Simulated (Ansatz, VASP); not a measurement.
HfO2: VASP beside Ansatz

File INCAR:

```
SYSTEM = HfO2
PREC = Accurate ; ENCUT = 520
EDIFF = 1E-6 ; ISMEAR = -1
SIGMA = 0.01 ; LREAL = .False.
LASPH = .True. ; NELM = 80
ALGO = Normal ; ISIF = 2
LWAVE = .False. ; LCHARG = .False.
NBANDS = 18
```

KPOINTS

```
Automatic mesh
0
Gamma
  8 8 8
  0 0 0
```

File POSCAR:

```
HfO2
1.0
   -0.0511500000      2.5319250000      2.5319250000
    2.5319250000     -0.0511500000      2.5319250000
    2.5319250000      2.5319250000     -0.0511500000
Hf O
1 2
Direct
    0.0000000000      0.0000000000      0.0000000000
    0.2500000000      0.2500000000      0.2500000000
    0.7500000000      0.7500000000      0.7500000000
```

Input for Ansatz:

```yaml
crystal:
  lattice:
    - [-0.05115, 2.531925, 2.531925]
    - [2.531925, -0.05115, 2.531925]
    - [2.531925, 2.531925, -0.05115]
  atoms:
    - { symbol: Hf, position: [0.0, 0.0, 0.0] }
    - { symbol: O, position: [0.25, 0.25, 0.25] }
    - { symbol: O, position: [0.75, 0.75, 0.75] }
kpoints:
  mp_grid: { grid: [8, 8, 8] }
  band_path:
    path:
      - [0.0, 0.0, 0.0]
      - [0.5, 0.5, 0.5]
      - [0.2551801333, 0.5, 0.7448198667]
      - [-0.2551801333, 0.2551801333, 0.5]
      - [0.0, 0.0, 0.5]
      - [0.0, 0.0, 0.0]
      - [-0.3775900666, 0.0, 0.3775900666]
      - [0.0, 0.3775900666, 0.6224099334]
      - [0.0, 0.5, 0.5]
    npoints: 5
scf:
  occupations: { method: fermi_dirac, width: 0.01 }
hamiltonian:
  xc: lda
  pseudopotentials: { kind: all_electron, lapw: { basis_error: 0.001 } }
output:
  forces: true
  stress: true
  eigenvalues: true
```

Change from the starting cell: equal xy, yz and zx shear strains of -2 %.

Alike in both runs: task single point; functional LDA; k mesh 8 × 8 × 8; occupations fermi-dirac, width 0.01 eV; no spin polarisation.

|  | VASP | Ansatz |
| --- | --- | --- |
| version | VASP 6.6.1 | Ansatz 0.2.0 |
| potentials or method | VASP PAW LDA potentials, release 64 (Hf_pv, O), cutoff 520 eV | all-electron LAPW, scalar-relativistic |

VASP gave:

| Item | Value |
| --- | --- |
| gap on the k mesh at the Fermi level (eV) | 3.53 |
| pressure (GPa) | -19.0 |
| traceless stress, the component that is largest in VASP (GPa) | 1.60 |
| rms of the force components (eV/Å) | 0.088 |

**Question.** What did Ansatz give for the same quantities?

**Answer.** gap on the k mesh at the Fermi level (eV): 3.51; pressure (GPa): -16.1; traceless stress, the component that is largest in VASP (GPa): 1.68; rms of the force components (eV/Å): 0.097.

LDA's correlation is that of Perdew and Zunger in VASP and of Perdew and Wang (1992) in Ansatz. Atom by atom the forces differ by 0.009 eV/Å (rms over components). Ansatz ran all-electron here, and VASP with PAW potentials.

Neither program's run includes spin-orbit coupling.
